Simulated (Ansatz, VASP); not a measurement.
**NaF in VASP and in Ansatz**

INCAR

```
SYSTEM = NaF
PREC = Accurate
ENCUT = 520
EDIFF = 1E-6
ISMEAR = 0
SIGMA = 0.05
LREAL = .False.
LASPH = .True.
NELM = 80
ALGO = Normal
ISIF = 2
LWAVE = .False.
LCHARG = .False.
GGA = PS
NBANDS = 14
```

The input KPOINTS:

```
regular mesh
0
Gamma
  8 8 8
  0 0 0
```

POSCAR

```
NaF
1.0
    0.0000000000      2.2536010000      2.3581495000
    2.2536010000      0.0000000000      2.3581495000
    2.2536010000      2.2536010000      0.0000000000
Na F
1 1
Direct
    0.0000000000      0.0000000000      0.0000000000
    0.5000000000      0.5000000000      0.5000000000
```

Input for Ansatz:

```yaml
crystal:
  lattice:
    - [0.0, 2.253601, 2.3581495]
    - [2.253601, 0.0, 2.3581495]
    - [2.253601, 2.253601, 0.0]
  atoms:
    - { symbol: Na, position: [0.0, 0.0, 0.0] }
    - { symbol: F, position: [0.5, 0.5, 0.5] }
basis:
  ecutwfc: 420
kpoints:
  mp_grid: { grid: [8, 8, 8] }
hamiltonian:
  xc: pbesol
scf:
  occupations: { method: gaussian, width: 0.05 }
output:
  forces: true
  stress: true
  eigenvalues: true
```

Change from the starting cell: strain -0.030 along x and y, +0.015 along z, atoms carried along.

Alike in both runs: task single point; functional PBEsol; k mesh 8 × 8 × 8; occupations gaussian, width 0.05 eV; no spin polarisation.

|  | VASP | Ansatz |
| --- | --- | --- |
| version | VASP 6.6.1 | Ansatz 0.2.0 |
| potentials or method | VASP PAW PBE potentials, release 64 (Na_pv, F), cutoff 520 eV | scalar-relativistic, plane waves, PAW |
| valence electrons in the cell | 14 | 16 |

VASP gave:

```
gap on the k mesh at the Fermi level (eV)                     : 6.36
least direct gap on the mesh (eV)                             : 6.36
pressure (GPa)                                                : 2.1
traceless stress, the component that is largest in VASP (GPa) : -2.81
```

Question: What did Ansatz give for the same quantities?

Answer: gap on the k mesh at the Fermi level (eV): 6.38; least direct gap on the mesh (eV): 6.38; pressure (GPa): 2.1; traceless stress, the component that is largest in VASP (GPa): -2.69.

VASP's potentials were made for PBE, not for PBEsol. VASP's potentials hold 14 valence electrons a cell and Ansatz's 16, so a difference there can come from the potentials and not from the codes.
